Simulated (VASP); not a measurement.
# F (C2/m) in VASP: further runs

Runs on F. Level: PBEsol. Tasks: single point.

All numbers are computed with VASP 6.6.1; they aren't measurements. Logs are shortened: lines on timing, memory, paths and dates and some standing lists are left out, and cuts for length are marked.

## (1) The cell of the first run

It takes space group C2/m (No. 12, monoclinic). The conventional cell has a = 6.344 Å, b = 3.355 Å, c = 7.157 Å, α = 90.00°, β = 114.17°, γ = 90.00°. Within 1.8 Å of F (site symmetry m) lie 1 F at 1.34 Å. F (site symmetry m) has 1 F at 1.33 Å within 1.8 Å.

## (2) Single point, PBEsol

Input file INCAR:

```
SYSTEM = F
PREC     = Accurate       ! precision mode
ENCUT    = 520            ! plane-wave cutoff, eV
EDIFF    = 1E-6           ! SCF threshold, eV
ISMEAR   = 0              ! smearing method
SIGMA    = 0.05           ! smearing width, eV
LREAL    = .False.        ! projectors in reciprocal space
LASPH    = .True.         ! aspherical terms in the spheres
NELM     = 100            ! most SCF steps
ALGO     = Normal         ! electronic algorithm
ISIF     = 2              ! what is computed and relaxed
LWAVE    = .False.        ! write WAVECAR
LCHARG   = .False.        ! write CHGCAR
GGA      = PS             ! functional
NBANDS   = 22             ! bands
```

Input file KPOINTS:

```
Automatic mesh
0
Gamma
  4 4 2
  0 0 0
```

Input file POSCAR:

```
F
1.0
    3.1625538735     -1.6775524692     -0.2439234376
    3.1625538735      1.6775524692     -0.2439234376
   -2.4199257473      0.0000000000      6.7355065318
F
4
Direct
    0.0848459664      0.0848459664      0.0940038325
    0.9151540336      0.9151540336      0.9059961675
    0.5015719855      0.5015719855      0.5937195244
    0.4984280145      0.4984280145      0.4062804756
```

Potentials or basis: VASP PAW PBE potentials, release 64 (F).

Run with:

```bash
cat potpaw_PBE.64/F/POTCAR > POTCAR
mpirun -np 1 vasp_std > vasp.out
```

OUTCAR:

```text
SYSTEM = F
   PREC = Accurate
   ENCUT = 520
   EDIFF = 1E-6
   ISMEAR = 0
   LREAL = .False.
   LASPH = .True.
   NELM = 100
   ISIF = 2
   GGA = PS

 ion  position               nearest neighbor table
   1  0.085  0.085  0.094-   2 1.34
   2  0.915  0.915  0.906-   1 1.34
   3  0.502  0.502  0.594-   4 1.33
   4  0.498  0.498  0.406-   3 1.33

  LATTYP: Found a base centered monoclinic cell.
 ALAT       =     6.3438933302
 B/A-ratio  =     0.5288715878
 C/A-ratio  =     1.1281763985
 COS(beta)  =    -0.4094885125

  Lattice vectors:

 A1 = (   3.1625538735,  -1.6775524692,  -0.2439234376)
 A2 = (   3.1625538735,   1.6775524692,  -0.2439234376)
 A3 = (  -2.4199257473,   0.0000000000,   6.7355065318)

Analysis of symmetry for initial positions (statically):
=====================================================================
 Subroutine PRICEL returns:
 Original cell was already a primitive cell.

 Routine SETGRP: Setting up the symmetry group for a
 base centered monoclinic supercell.

 Subroutine GETGRP returns: Found  4 space group operations
 (whereof  4 operations were pure point group operations)
 out of a pool of  4 trial point group operations.

The static configuration has the point symmetry C_2h.

Analysis of symmetry for dynamics (positions and initial velocities):
=====================================================================
 Subroutine PRICEL returns:
 Original cell was already a primitive cell.

 Routine SETGRP: Setting up the symmetry group for a
 base centered monoclinic supercell.

 Subroutine GETGRP returns: Found  4 space group operations
 (whereof  4 operations were pure point group operations)
 out of a pool of  4 trial point group operations.

The dynamic configuration has the point symmetry C_2h.

 Subroutine INISYM returns: Found  4 space group operations
 (whereof  4 operations are pure point group operations),
 and found     1 'primitive' translations

----------------------------------------------------------------------------------------

                                     Primitive cell

  volume of cell :      69.4880

  direct lattice vectors                    reciprocal lattice vectors
     3.162553873 -1.677552469 -0.243923438     0.162605998 -0.298053271  0.058420913
     3.162553873  1.677552469 -0.243923438     0.162605998  0.298053271  0.058420913
    -2.419925747  0.000000000  6.735506532     0.011777411  0.000000000  0.152698309

  length of vectors
     3.588234654  3.588234654  7.157030729     0.344513375  0.344513375  0.153151824

  position of ions in fractional coordinates (direct lattice)
     0.084845966  0.084845966  0.094003833
     0.915154034  0.915154034  0.905996167
     0.501571985  0.501571985  0.593719524
     0.498428014  0.498428014  0.406280476

  ion indices of the primitive-cell ions
   primitive index   ion index
                 1           1
                 2           2
                 3           3
                 4           4

----------------------------------------------------------------------------------------

 KPOINTS: Automatic mesh

Automatic generation of k-mesh.
 Grid dimensions read from file:
 generate k-points for:    4    4    2

 Generating k-lattice:

  Cartesian coordinates                     Fractional coordinates (reciprocal lattice)
     0.040651500 -0.074513318  0.014605228     0.250000000  0.000000000  0.000000000
     0.040651500  0.074513318  0.014605228     0.000000000  0.250000000  0.000000000
     0.005888705  0.000000000  0.076349155     0.000000000  0.000000000  0.500000000

  Length of vectors
     0.086128344  0.086128344  0.076575912

  Shift w.r.t. Gamma in fractional coordinates (k-lattice)
     0.000000000  0.000000000  0.000000000

 Subroutine IBZKPT returns following result:
 ===========================================

 Found     14 irreducible k-points:

 Following reciprocal coordinates:
            Coordinates               Weight
  0.000000  0.000000  0.000000      1.000000
  0.250000  0.000000  0.000000      4.000000
  0.500000  0.000000  0.000000      2.000000
  0.250000  0.250000  0.000000      2.000000
  0.500000  0.250000  0.000000      4.000000
 -0.250000  0.250000  0.000000      2.000000
  0.500000  0.500000  0.000000      1.000000
  0.000000  0.000000  0.500000      1.000000
  0.250000  0.000000  0.500000      4.000000
  0.500000  0.000000  0.500000      2.000000
  0.250000  0.250000  0.500000      2.000000
  0.500000  0.250000  0.500000      4.000000
 -0.250000  0.250000  0.500000      2.000000
  0.500000  0.500000  0.500000      1.000000
   k-points           NKPTS =     14   k-points in BZ     NKDIM =     14   number of bands    NBANDS=     22
   number of dos      NEDOS =    301   number of ions     NIONS =      4
   total plane-waves  NPLWV =  42336
   dimension x,y,z NGX =    28 NGY =   28 NGZ =   54
   dimension x,y,z NGXF=    56 NGYF=   56 NGZF=  108
   ions per type =               4
   NGX,Y,Z   is equivalent  to a cutoff of  12.97, 12.97, 12.54 a.u.
   NGXF,Y,Z  is equivalent  to a cutoff of  25.95, 25.95, 25.09 a.u.
 SYSTEM =  F
   PREC   = accura    normal or accurate (medium, high low for compatibility)
   ISTART =      0    job   : 0-new  1-cont  2-samecut
   ICHARG =      2    charge: 1-file 2-atom 10-const
   ISPIN  =      1    spin polarized calculation?
   LNONCOLLINEAR =      F non collinear calculations
   LSORBIT =      F    spin-orbit coupling
   LASPH  =      T    aspherical Exc in radial PAW
   ENCUT  =  520.0 eV  38.22 Ry    6.18 a.u.   6.67  6.67 13.31*2*pi/ulx,y,z
   NELM   =    100;   NELMIN=  2; NELMDL= -5     # of ELM steps
   EDIFF  = 0.1E-05   stopping-criterion for ELM
   LREAL  =      F    real-space projection
   EDIFFG = 0.1E-04   stopping-criterion for IOM
   NSW    =      0    number of steps for IOM
   IBRION =     -1    ionic relax: 0-MD 1-quasi-New 2-CG
   NFREE  =      0    steps in history (QN), initial steepest desc. (CG)
   ISIF   =      2    stress and relaxation
   ISYM   =      2    0-nonsym 1-usesym 2-fastsym
   POTIM  = 0.5000    time-step for ionic-motion
   TEBEG  =    0.0;   TEEND  =   0.0 temperature during run
   PSTRESS=    0.0 pullay stress
   NELECT =      28.0000    total number of electrons
   NUPDOWN=      -1.0000    fix difference up-down
   EMIN   =  10.00;   EMAX   =-10.00  energy-range for DOS
   EFERMI =   0.00;   METHOD = LEGACY
   ISMEAR =     0;   SIGMA  =   0.05  broadening in eV -4-tet -1-fermi 0-gaus
   EFERMI_NEDOS =   21; number of points for ismear=-14 and -15
   IALGO  =     38    algorithm
   IMIX   =      4    mixing-type and parameters
     AMIX     =   0.40;   BMIX     =  1.00
     AMIX_MAG =   1.60;   BMIX_MAG =  1.00
  volume/ion in A,a.u.               =      17.37       117.23
  Fermi-wavevector in a.u.,A,eV,Ry     =   1.209180  2.285019 19.893295  1.462116
  Thomas-Fermi vector in A             =   2.344765
   LORBIT       =      0    0 simple, 1 ext, 2 COOP (PROOUT), +10 PAW based schemes
   GGA     = PS    functional components
   LHFCALC =     F    Hartree Fock is set to
   AEXX    =    0.0000 exact exchange contribution
   IVDW    =     0    specifies the selected vdW correction
   LEPSILON=     F    determine dielectric tensor
   LRPA    =     F    only Hartree local field effects (RPA)
 non-spin polarized calculation
 Gauss-broadening in eV      SIGMA  =   0.05
  energy-cutoff  :      520.00
  volume of cell :       69.49
 maximum number of plane-waves:      1885
 NGX is ok and might be reduce to    28

 number of electron      27.9999987 magnetization

 Free energy of the ion-electron system (eV)
  ---------------------------------------------------
  ext. energy  EPLUGINS =         0.00000000
  ---------------------------------------------------
  free energy    TOTEN  =        -7.53100409 eV

  energy without entropy =       -7.53100409  energy(sigma->0) =       -7.53100409

 E-fermi :  -4.7876     XC(G=0):  -7.1437

 val. band max:       -5.0259483113   @ k =   0.5000   0.5000   0.0000
 cond. band min:      -1.1780201526   @ k =   0.0000   0.0000   0.0000
 fundamental gap:      3.8479281587
 Fermi energy:        -4.7876406822

 k-point     1 :       0.0000    0.0000    0.0000
  band No.  band energies     occupation
      1     -31.5493      2.00000
      2     -31.4024      2.00000
      3     -23.4637      2.00000
      4     -23.1221      2.00000
      5     -12.4207      2.00000
      6     -11.7097      2.00000
[... 14 lines left out ...]
     21      14.3099      0.00000
     22      15.3529      0.00000

 k-point     2 :       0.2500    0.0000    0.0000
  band No.  band energies     occupation
      1     -31.5218      2.00000
      2     -31.3890      2.00000
      3     -23.4011      2.00000
      4     -23.1575      2.00000
      5     -12.3110      2.00000
      6     -11.8009      2.00000
[... 14 lines left out ...]
     21      12.2993      0.00000
     22      14.2136      0.00000

 k-point     3 :       0.5000    0.0000    0.0000
  band No.  band energies     occupation
      1     -31.4936      2.00000
      2     -31.3760      2.00000
      3     -23.2983      2.00000
      4     -23.2326      2.00000
      5     -12.0752      2.00000
      6     -12.0155      2.00000
[... 14 lines left out ...]
     21      11.1486      0.00000
     22      11.6030      0.00000
[... 226 lines left out ...]
 k-point    13 :      -0.2500    0.2500    0.5000
  band No.  band energies     occupation
      1     -31.4936      2.00000
      2     -31.3761      2.00000
      3     -23.2984      2.00000
      4     -23.2327      2.00000
      5     -12.0664      2.00000
      6     -12.0122      2.00000
[... 14 lines left out ...]
     21      11.5904      0.00000
     22      11.5934      0.00000

 k-point    14 :       0.5000    0.5000    0.5000
  band No.  band energies     occupation
      1     -31.5024      2.00000
      2     -31.3851      2.00000
      3     -23.3274      2.00000
      4     -23.2617      2.00000
      5     -12.1171      2.00000
      6     -12.0617      2.00000
[... 14 lines left out ...]
     21       9.8456      0.00000
     22      10.1354      0.00000

------------------------ aborting loop because EDIFF is reached ----------------------------------------

  FORCE on cell =-STRESS in cart. coord.  units (eV):
  Direction    XX          YY          ZZ          XY          YZ          ZX
  --------------------------------------------------------------------------------------
  -------------------------------------------------------------------------------------
  Total        1.4031336     -0.1796969      8.1939292      0.0000000      0.0000000      0.5566621
  in kB       32.3519005     -4.1432510    188.9265418      0.0000000      0.0000000     12.8348976
  external PRESSURE =      72.3783971 kB  Pullay stress =       0.0000000 kB

 VOLUME and BASIS-vectors are now :
 -----------------------------------------------------------------------------
  energy-cutoff  :      520.00
  volume of cell :       69.49
      direct lattice vectors                 reciprocal lattice vectors
     3.162553873 -1.677552469 -0.243923438     0.162605998 -0.298053271  0.058420913
     3.162553873  1.677552469 -0.243923438     0.162605998  0.298053271  0.058420913
    -2.419925747  0.000000000  6.735506532     0.011777411  0.000000000  0.152698309

 POSITION                                       TOTAL-FORCE (eV/Angst)
 -----------------------------------------------------------------------------------
      0.30918      0.00000      0.59177         1.696352      0.000000      3.207213
      3.59600      0.00000      5.65589        -1.696352      0.000000     -3.207213
      1.73574      0.00000      3.75431        -1.196838      0.000000      3.449375
      2.16944      0.00000      2.49335         1.196838      0.000000     -3.449375
 -----------------------------------------------------------------------------------
    total drift:                                0.000000      0.000000     -0.000000

  FREE ENERGIE OF THE ION-ELECTRON SYSTEM (eV)
  ---------------------------------------------------
  free  energy   TOTEN  =        -7.5310040852 eV

  energy  without entropy=       -7.5310040852  energy(sigma->0) =       -7.53100409
```

Run time: 21 s. Hardware: 1 thread of Intel Xeon Platinum 8175M at 2.50GHz (Skylake/Cascade Lake), shared host; peak memory 0.18 GiB.

What came out:

- Free energy: -7.5310 eV
- Pressure: 7.2 GPa
- Largest force: 3.651 eV/Å
- Band gap on the k mesh: 3.85 eV, indirect (least direct gap 3.97 eV)

Forces on the atoms (eV/Å):
```
F    1.696  0.000  3.207
F   -1.696  0.000 -3.207
F   -1.197  0.000  3.449
F    1.197  0.000 -3.449
```

Caveat: the k points lie up to 0.54 Å⁻¹ apart; the PAW data sets were made with another functional, which shifts forces and pressure a little.

## (3) Single point, PBEsol

This run uses another cell than the first one, of the same volume but with other edges.

Input file INCAR:

```
PREC     = Accurate       # precision mode
ENCUT    = 520            # plane-wave cutoff, eV
EDIFF    = 1E-6           # SCF threshold, eV
ISMEAR   = 0              # smearing method
SIGMA    = 0.05           # smearing width, eV
LREAL    = False          # projectors in reciprocal space
LASPH    = True           # aspherical terms in the spheres
NELM     = 100            # most SCF steps
ALGO     = Normal         # electronic algorithm
ISIF     = 2              # what is computed and relaxed
LWAVE    = False          # write WAVECAR
LCHARG   = False          # write CHGCAR
GGA      = PS             # functional
NBANDS   = 22             # bands
```

Input file KPOINTS:

```
Automatic mesh
0
Gamma
  4 4 2
```

Input file POSCAR:

```
F
1.0
    2.8724755838     -1.7602198161     -0.2215500974
    2.8724755838      1.7602198161     -0.2215500974
   -2.1271641243      0.0000000000      7.0356445783
F
4
Direct
    0.0848459664      0.0848459664      0.0940038325
    0.9151540336      0.9151540336      0.9059961675
    0.5015719855      0.5015719855      0.5937195244
    0.4984280145      0.4984280145      0.4062804756
```

Potentials or basis: VASP PAW PBE potentials, release 64 (F).

Run with:

```bash
cat potpaw_PBE.64/F/POTCAR > POTCAR
mpirun -np 1 vasp_std > vasp.out
```

Wall time 21 s (1 thread of Intel Xeon Platinum 8175M at 2.50GHz (Skylake/Cascade Lake), shared host); peak memory 0.19 GiB.

Results (log left out):

```
Free energy            : -7.7330 eV
Pressure               : 3.2 GPa
Largest force          : 1.656 eV/Å
Band gap on the k mesh : 3.27 eV, indirect (least direct gap 3.36 eV)
```

Forces in eV/Å, atoms in the order of the input:
```
F    0.689  0.000  1.503
F   -0.689  0.000 -1.503
F   -0.472  0.000  1.587
F    0.472  0.000 -1.587
```

Stress tensor (GPa, compression positive):
```
 1.00  0.00  0.68
 0.00 -0.48  0.00
 0.68  0.00  8.94
```

Levels at points of the mesh, in eV from the valence-band top:
```csv
k point,band 11,band 12,band 13,band 14,band 15,band 16,band 17,band 18
"(0.00, 0.00, 0.00)",-0.32,-0.19,-0.11,-0.09,3.27,4.22,8.69,11.07
"(0.50, 0.00, 0.00)",-0.43,-0.34,-0.30,-0.18,3.79,3.89,12.73,12.89
"(0.50, 0.50, 0.00)",-0.40,-0.35,-0.24,0.00,3.72,3.90,13.06,13.61
"(0.00, 0.00, 0.50)",-0.30,-0.19,-0.16,-0.09,3.67,3.77,9.55,9.57
"(0.50, 0.00, 0.50)",-0.55,-0.34,-0.22,-0.07,3.56,4.08,12.63,13.55
"(0.50, 0.50, 0.50)",-0.44,-0.32,-0.21,-0.12,3.79,3.89,12.90,13.08
```

Caveat: the k points lie up to 0.53 Å⁻¹ apart; the PAW data sets were made with another functional, which shifts forces and pressure a little. A k mesh can miss the band edges.
